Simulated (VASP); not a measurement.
A run of VASP 6.6.1 is set up as follows.

Contents of POSCAR:

```
ZrS2
1.0
    3.6376550941      0.0000000000      0.0000000000
   -1.8188275470      3.1503017217      0.0000000000
    0.0000000000      0.0000000000      5.7982877114
Zr S
1 2
Direct
    0.0000000000      0.0000000000      0.0000000000
    0.3333333333      0.6666666667      0.2512170081
    0.6666666667      0.3333333333      0.7487829919
```

INCAR.step1

```
ALGO = Normal ; EDIFF = 1E-5
ENCUT = 400 ; GGA = PE
GGA_COMPAT = F ; ISIF = 2
ISMEAR = 0 ; LASPH = T
LREAL = F ; LWAVE = T
NBANDS = 19 ; NELM = 120
PREC = Accurate ; SIGMA = 0.01
```

INCAR.step2

```
ALGO = Normal ; EDIFF = 1E-6
ENCUT = 400 ; GGA = PE
GGA_COMPAT = F ; HFSCREEN = 0.2079
ISIF = 2 ; ISMEAR = 0
ISTART = 1 ; LASPH = T
LCHARG = T ; LELF = T
LHFCALC = T ; LREAL = F
LVHAR = T ; LWAVE = F
NBANDS = 19 ; NELM = 120
PREC = Accurate ; PRECFOCK = Normal
SIGMA = 0.01
```

File KPOINTS:

```
k-points
0
Gamma
  6 6 4
```

Potentials or basis: VASP PAW PBE potentials, release 64 (Zr_sv, S).

Command:

```bash
$ cat potpaw_PBE.64/Zr_sv/POTCAR potpaw_PBE.64/S/POTCAR > POTCAR
$ cp INCAR.step1 INCAR
$ mpirun -np 1 vasp_std > vasp.out
$ cp INCAR.step2 INCAR
$ mpirun -np 1 vasp_std > vasp.out
```

Question: What does it give for the largest force?

Answer: 0.188 eV/Å.

Question: Predict the band gap on the k mesh.

Answer: 1.53 eV (least direct gap 2.37 eV).

Question: Estimate the pressure.

Answer: 1.4 GPa.

Stress tensor (GPa, compression positive):
```
1.62 0.00 0.00
0.00 1.62 0.00
0.00 0.00 1.00
```

Caveat: the cell differs from its parent crystal (strain -1.0%); the PAW data sets were made with another functional, which shifts forces and pressure a little; this functional lacks dispersion, which binds the layers, so the pressure and a relaxed spacing across them are unreliable. A k mesh can miss the band edges.
